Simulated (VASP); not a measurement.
NbAs, 4 atoms in the cell. The typed cell holds 4 atoms: a = 6.396 Å, b = 6.396 Å, c = 6.394 Å, α = 148.35°, β = 148.35°, γ = 45.36°. 

* Program: VASP 6.6.1
* Task: single point
* Functional: revPBE
* Potentials or basis: VASP PAW PBE potentials, release 64 (Nb_sv, As)
* Cutoff: 520 eV
* k mesh: 6 × 6 × 6, shifted
* Occupations: methfessel-paxton, width 0.15 eV
* Spin: no spin polarisation
* Dipole correction: no
* Further INCAR settings: ALGO = Normal; EDIFF = 1e-06; NBANDS = 26

Potentials or basis: VASP PAW PBE potentials, release 64 (Nb_sv, As).

Run with:

```bash
$ cat potpaw_PBE.64/Nb_sv/POTCAR potpaw_PBE.64/As/POTCAR > POTCAR
$ mpirun -np 1 vasp_std > vasp.out
```

Hardware: 1 thread of Intel(R) Xeon(R) 6975P-C (Granite Rapids), on a shared host.

Q: Estimate the wall time of this run.

A: Wall time 2.3 min on 1 thread of Intel(R) Xeon(R) 6975P-C (Granite Rapids), on a shared host, peak memory 0.37 GiB. Counts: scf iterations 13, k points 63.
